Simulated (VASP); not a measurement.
## Mg: single point with PBE

The system is Mg.

```
Mg
1.0
    -1.83599    1.83599    1.67940
     1.83599   -1.83599    1.67940
     1.83599    1.83599   -1.67940
Mg
1
Direct
  0.00000 0.00000 0.00000
```

```
Program                : VASP 6.6.1
Task                   : single point
Functional             : PBE
Potentials or basis    : VASP PAW PBE potentials, release 64 (Mg)
Cutoff                 : 600 eV
k mesh                 : 10 × 10 × 10
Occupations            : methfessel-paxton, width 0.17 eV
Spin                   : no spin polarisation
Dipole correction      : no
Further INCAR settings : ALGO = Normal; EDIFF = 1e-06; NBANDS = 7
```

```yaml
Pressure: 0.5 GPa
Band_gap_on_the_k_mesh: zero (band 1 reaches 5.94 eV, above the bottom of band 2 at 1.40 eV)
```

Stress tensor (GPa, compression positive):
```
0.07 0.00 0.00
0.00 0.07 0.00
0.00 0.00 1.39
```

Levels at points of the mesh, in eV from the Fermi level:
```tsv
k point	band 1	band 2	band 3	band 4	band 5	band 6
(0.00, 0.00, 0.00)	-7.06	11.91	13.76	13.76	14.09	14.31
(0.50, 0.00, 0.00)	-1.41	-0.73	8.14	8.94	9.70	11.32
(0.50, 0.50, 0.00)	-1.81	-1.38	9.76	10.48	11.46	12.02
(0.50, 0.50, 0.50)	3.17	3.17	3.53	4.10	5.33	7.95
```

It took 7 s on 1 thread of Intel(R) Xeon(R) 6975P-C (Granite Rapids), on a shared host, peak memory 0.16 GiB.
